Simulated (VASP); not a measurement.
# MgO (P6_3/mmc) in VASP: further runs

MgO is run at these levels: PBEsol; tasks: single point.

Program: VASP 6.6.1. These are calculated values, not measurements. Logs are shortened: lines on timing, memory, paths and dates and some standing lists are left out, and cuts for length are marked.

## (1) The cell of the first run

The structure is hexagonal, space group P6_3/mmc (No. 194). Conventional cell: a = 3.311 Å, b = 3.311 Å, c = 4.487 Å, α = 90.00°, β = 90.00°, γ = 120.00°. Mg (site symmetry -6m2) has 5 O at 1.91 to 2.24 Å within 2.5 Å. Within 2.5 Å of O (site symmetry -6m2) lie 5 Mg at 1.91 to 2.24 Å.

## (2) Single point, PBEsol (volume 10.648 Å^3 an atom, c/a of the conventional cell 1.3551)

File INCAR:

```
SYSTEM = MgO
  ALGO = Normal
  EDIFF = 1E-6
  ENCUT = 520
  GGA = PS
  ISIF = 2
  ISMEAR = 0
  LASPH = .TRUE.
  LCHARG = .TRUE.
  LELF = .TRUE.
  LREAL = .FALSE.
  LVHAR = .TRUE.
  LWAVE = .FALSE.
  NBANDS = 16
  NELM = 80
  PREC = Accurate
  SIGMA = 0.05
```

File KPOINTS:

```
k-points
0
G
  9 9 6
  0 0 0
```

File POSCAR:

```
MgO
1.0
    3.3108691633      0.0000000000      0.0000000000
   -1.6554345817      2.8672968040      0.0000000000
    0.0000000000      0.0000000000      4.4865588032
Mg O
2 2
Direct
    0.6666666667      0.3333333333      0.7500000000
    0.3333333333      0.6666666667      0.2500000000
    0.6666666667      0.3333333333      0.2500000000
    0.3333333333      0.6666666667      0.7500000000
```

Potentials or basis: VASP PAW PBE potentials, release 64 (Mg, O).

Launch:

```
> cat potpaw_PBE.64/Mg/POTCAR potpaw_PBE.64/O/POTCAR > POTCAR
> mpirun -np 1 vasp_std > vasp.out
```

OUTCAR:

```text
SYSTEM = MgO
   EDIFF = 1E-6
   ENCUT = 520
   GGA = PS
   ISIF = 2
   ISMEAR = 0
   LASPH = .TRUE.
   LREAL = .FALSE.
   NELM = 80
   PREC = Accurate

 ion  position               nearest neighbor table
   1  0.667  0.333  0.750-   4 1.91   4 1.91   4 1.91   3 2.24   3 2.24   2 2.95   2 2.95   2 2.95
                             2 2.95   2 2.95   2 2.95
   2  0.333  0.667  0.250-   3 1.91   3 1.91   3 1.91   4 2.24   4 2.24   1 2.95   1 2.95   1 2.95
                             1 2.95   1 2.95   1 2.95
   3  0.667  0.333  0.250-   2 1.91   2 1.91   2 1.91   1 2.24   1 2.24
   4  0.333  0.667  0.750-   1 1.91   1 1.91   1 1.91   2 2.24   2 2.24

  LATTYP: Found a hexagonal cell.
 ALAT       =     3.3108691633
 C/A-ratio  =     1.3551000000

  Lattice vectors:

 A1 = (   3.3108691633,   0.0000000000,   0.0000000000)
 A2 = (  -1.6554345817,   2.8672968040,   0.0000000000)
 A3 = (   0.0000000000,   0.0000000000,   4.4865588032)

Analysis of symmetry for initial positions (statically):
=====================================================================
 Subroutine PRICEL returns:
 Original cell was already a primitive cell.

 Routine SETGRP: Setting up the symmetry group for a
 hexagonal supercell.

 Subroutine GETGRP returns: Found 24 space group operations
 (whereof 12 operations were pure point group operations)
 out of a pool of 24 trial point group operations.

The static configuration has the point symmetry D_3d.
 The point group associated with its full space group is D_6h.

Analysis of symmetry for dynamics (positions and initial velocities):
=====================================================================
 Subroutine PRICEL returns:
 Original cell was already a primitive cell.

 Routine SETGRP: Setting up the symmetry group for a
 hexagonal supercell.

 Subroutine GETGRP returns: Found 24 space group operations
 (whereof 12 operations were pure point group operations)
 out of a pool of 24 trial point group operations.

The dynamic configuration has the point symmetry D_3d.
 The point group associated with its full space group is D_6h.

 Subroutine INISYM returns: Found 24 space group operations
 (whereof 12 operations are pure point group operations),
 and found     1 'primitive' translations

----------------------------------------------------------------------------------------

                                     Primitive cell

  volume of cell :      42.5920

  direct lattice vectors                    reciprocal lattice vectors
     3.310869163  0.000000000  0.000000000     0.302035493  0.174380273  0.000000000
    -1.655434582  2.867296804  0.000000000     0.000000000  0.348760546  0.000000000
     0.000000000  0.000000000  4.486558803     0.000000000  0.000000000  0.222887974

  length of vectors
     3.310869163  3.310869163  4.486558803     0.348760546  0.348760546  0.222887974

  position of ions in fractional coordinates (direct lattice)
     0.666666667  0.333333333  0.750000000
     0.333333333  0.666666667  0.250000000
     0.666666667  0.333333333  0.250000000
     0.333333333  0.666666667  0.750000000

  ion indices of the primitive-cell ions
   primitive index   ion index
                 1           1
                 2           2
                 3           3
                 4           4

----------------------------------------------------------------------------------------

 KPOINTS: k-points

Automatic generation of k-mesh.
 Grid dimensions read from file:
 generate k-points for:    9    9    6

 Generating k-lattice:

  Cartesian coordinates                     Fractional coordinates (reciprocal lattice)
     0.033559499  0.019375586  0.000000000     0.111111111  0.000000000  0.000000000
     0.000000000  0.038751172  0.000000000     0.000000000  0.111111111  0.000000000
     0.000000000  0.000000000  0.037147996     0.000000000  0.000000000  0.166666667

  Length of vectors
     0.038751172  0.038751172  0.037147996

  Shift w.r.t. Gamma in fractional coordinates (k-lattice)
     0.000000000  0.000000000  0.000000000

 Subroutine IBZKPT returns following result:
 ===========================================

 Found     48 irreducible k-points:

 Following reciprocal coordinates:
            Coordinates               Weight
  0.000000  0.000000  0.000000      1.000000
  0.111111  0.000000  0.000000      6.000000
  0.222222  0.000000  0.000000      6.000000
  0.333333  0.000000  0.000000      6.000000
  0.444444  0.000000  0.000000      6.000000
  0.111111  0.111111  0.000000      6.000000
[... 16 lines left out ...]
  0.333333  0.222222  0.166667     24.000000
  0.333333  0.333333  0.166667      4.000000
 [... further k-points ...]
   k-points           NKPTS =     48   k-points in BZ     NKDIM =     48   number of bands    NBANDS=     16
   number of dos      NEDOS =    301   number of ions     NIONS =      4
   total plane-waves  NPLWV =  28224
   dimension x,y,z NGX =    28 NGY =   28 NGZ =   36
   dimension x,y,z NGXF=    56 NGYF=   56 NGZF=   72
   ions per type =               2   2
   NGX,Y,Z   is equivalent  to a cutoff of  14.06, 14.06, 13.34 a.u.
   NGXF,Y,Z  is equivalent  to a cutoff of  28.12, 28.12, 26.68 a.u.
 SYSTEM =  MgO
   PREC   = accura    normal or accurate (medium, high low for compatibility)
   ISTART =      0    job   : 0-new  1-cont  2-samecut
   ICHARG =      2    charge: 1-file 2-atom 10-const
   ISPIN  =      1    spin polarized calculation?
   LNONCOLLINEAR =      F non collinear calculations
   LSORBIT =      F    spin-orbit coupling
   LASPH  =      T    aspherical Exc in radial PAW
   ENCUT  =  520.0 eV  38.22 Ry    6.18 a.u.   6.16  6.16  8.34*2*pi/ulx,y,z
   NELM   =     80;   NELMIN=  2; NELMDL= -5     # of ELM steps
   EDIFF  = 0.1E-05   stopping-criterion for ELM
   LREAL  =      F    real-space projection
   EDIFFG = 0.1E-04   stopping-criterion for IOM
   NSW    =      0    number of steps for IOM
   IBRION =     -1    ionic relax: 0-MD 1-quasi-New 2-CG
   NFREE  =      0    steps in history (QN), initial steepest desc. (CG)
   ISIF   =      2    stress and relaxation
   ISYM   =      2    0-nonsym 1-usesym 2-fastsym
   POTIM  = 0.5000    time-step for ionic-motion
   TEBEG  =    0.0;   TEEND  =   0.0 temperature during run
   PSTRESS=    0.0 pullay stress
   NELECT =      16.0000    total number of electrons
   NUPDOWN=      -1.0000    fix difference up-down
   EMIN   =  10.00;   EMAX   =-10.00  energy-range for DOS
   EFERMI =   0.00;   METHOD = LEGACY
   ISMEAR =     0;   SIGMA  =   0.05  broadening in eV -4-tet -1-fermi 0-gaus
   EFERMI_NEDOS =   21; number of points for ismear=-14 and -15
   IALGO  =     38    algorithm
   IMIX   =      4    mixing-type and parameters
     AMIX     =   0.40;   BMIX     =  1.00
     AMIX_MAG =   1.60;   BMIX_MAG =  1.00
  volume/ion in A,a.u.               =      10.65        71.86
  Fermi-wavevector in a.u.,A,eV,Ry     =   1.181242  2.232223 18.984648  1.395332
  Thomas-Fermi vector in A             =   2.317519
   LORBIT       =      0    0 simple, 1 ext, 2 COOP (PROOUT), +10 PAW based schemes
   GGA     = PS    functional components
   LHFCALC =     F    Hartree Fock is set to
   AEXX    =    0.0000 exact exchange contribution
   IVDW    =     0    specifies the selected vdW correction
   LEPSILON=     F    determine dielectric tensor
   LRPA    =     F    only Hartree local field effects (RPA)
 non-spin polarized calculation
 Gauss-broadening in eV      SIGMA  =   0.05
  energy-cutoff  :      520.00
  volume of cell :       42.59
 maximum number of plane-waves:      1166
 NGX is ok and might be reduce to    28
   NGX = 13   NGY = 13   NGZ = 17

 number of electron      15.9999995 magnetization

 Free energy of the ion-electron system (eV)
  ---------------------------------------------------
  ext. energy  EPLUGINS =         0.00000000
  ---------------------------------------------------
  free energy    TOTEN  =       -24.48271016 eV

  energy without entropy =      -24.48271016  energy(sigma->0) =      -24.48271016

 E-fermi :   2.4643     XC(G=0): -10.4732

 val. band max:        2.2176187200   @ k =   0.0000   0.0000   0.0000
 cond. band min:       5.5906426915   @ k =   0.0000   0.0000   0.0000
 fundamental gap:      3.3730239715
 Fermi energy:         2.4642641057

 k-point     1 :       0.0000    0.0000    0.0000
  band No.  band energies     occupation
      1     -14.8856      2.00000
      2     -13.6151      2.00000
      3      -1.9137      2.00000
      4       0.4862      2.00000
      5       0.4862      2.00000
      6       1.1287      2.00000
[... 8 lines left out ...]
     15      18.3223      0.00000
     16      18.3224      0.00000

 k-point     2 :       0.1111    0.0000    0.0000
  band No.  band energies     occupation
      1     -14.8133      2.00000
      2     -13.6055      2.00000
      3      -1.7967      2.00000
      4       0.2293      2.00000
      5       0.3967      2.00000
      6       0.7905      2.00000
[... 8 lines left out ...]
     15      17.5743      0.00000
     16      17.6873      0.00000

 k-point     3 :       0.2222    0.0000    0.0000
  band No.  band energies     occupation
      1     -14.6159      2.00000
      2     -13.5923      2.00000
      3      -1.4606      2.00000
      4      -0.4911      2.00000
      5       0.2118      2.00000
      6       0.2881      2.00000
[... 8 lines left out ...]
     15      16.4754      0.00000
     16      16.5408      0.00000

 k-point     4 :       0.3333    0.0000    0.0000
  band No.  band energies     occupation
      1     -14.3518      2.00000
      2     -13.6104      2.00000
      3      -1.2375      2.00000
      4      -0.9597      2.00000
      5      -0.0965      2.00000
      6       0.0392      2.00000
[... 8 lines left out ...]
     15      16.0500      0.00000
     16      17.2414      0.00000
[... 324 lines left out ...]
 k-point    22 :       0.2222    0.2222    0.1667
  band No.  band energies     occupation
      1     -14.1728      2.00000
      2     -13.6688      2.00000
      3      -1.2939      2.00000
      4      -1.1804      2.00000
      5      -0.0341      2.00000
      6       0.1145      2.00000
[... 8 lines left out ...]
     15      15.7363      0.00000
     16      18.3711      0.00000

 k-point    23 :       0.3333    0.2222    0.1667
  band No.  band energies     occupation
      1     -13.9797      2.00000
      2     -13.7306      2.00000
      3      -1.5616      2.00000
      4      -0.8962      2.00000
      5      -0.4743      2.00000
      6       0.4135      2.00000
[... 8 lines left out ...]
     15      15.5828      0.00000
     16      18.5360      0.00000

 k-point    24 :       0.3333    0.3333    0.1667
  band No.  band energies     occupation
      1     -13.8325      2.00000
      2     -13.8325      2.00000
      3      -1.4841      2.00000
      4      -0.7691      2.00000
      5      -0.7691      2.00000
      6       0.4747      2.00000
[... 8 lines left out ...]
     15      15.5482      0.00000
     16      19.6098      0.00000

 [... further k-points ...]
[... 5 lines left out ...]
  --------------------------------------------------------------------------------------
  -------------------------------------------------------------------------------------
  Total        4.3391285      4.3391285     -1.6050185     -0.0000000      0.0000000     -0.0000000
  in kB      163.2243918    163.2243918    -60.3757583     -0.0000000      0.0000000     -0.0000000
  external PRESSURE =      88.6910084 kB  Pullay stress =       0.0000000 kB

 VOLUME and BASIS-vectors are now :
 -----------------------------------------------------------------------------
  energy-cutoff  :      520.00
  volume of cell :       42.59
      direct lattice vectors                 reciprocal lattice vectors
     3.310869163  0.000000000  0.000000000     0.302035493  0.174380273  0.000000000
    -1.655434582  2.867296804  0.000000000     0.000000000  0.348760546  0.000000000
     0.000000000  0.000000000  4.486558803     0.000000000  0.000000000  0.222887974

 POSITION                                       TOTAL-FORCE (eV/Angst)
 -----------------------------------------------------------------------------------
      1.65543      0.95577      3.36492        -0.000000      0.000000      0.000000
     -0.00000      1.91153      1.12164         0.000000      0.000000      0.000000
      1.65543      0.95577      1.12164        -0.000000      0.000000     -0.000000
     -0.00000      1.91153      3.36492         0.000000     -0.000000     -0.000000
 -----------------------------------------------------------------------------------
    total drift:                               -0.000000      0.000000     -0.000000

  FREE ENERGIE OF THE ION-ELECTRON SYSTEM (eV)
  ---------------------------------------------------
  free  energy   TOTEN  =       -24.4827101592 eV

  energy  without entropy=      -24.4827101592  energy(sigma->0) =      -24.48271016
```

Run time: 20 s. Hardware: 1 thread of Intel Xeon 6975P-C (Granite Rapids), shared host; peak memory 0.18 GiB.

What came out:

```yaml
Free_energy: -24.4827 eV
Pressure: 8.9 GPa
Band_gap_on_the_k_mesh: 3.37 eV, direct
```

Caveat: the PAW data sets were made with another functional, which shifts forces and pressure a little.

(Continued in part 2 of 2.)
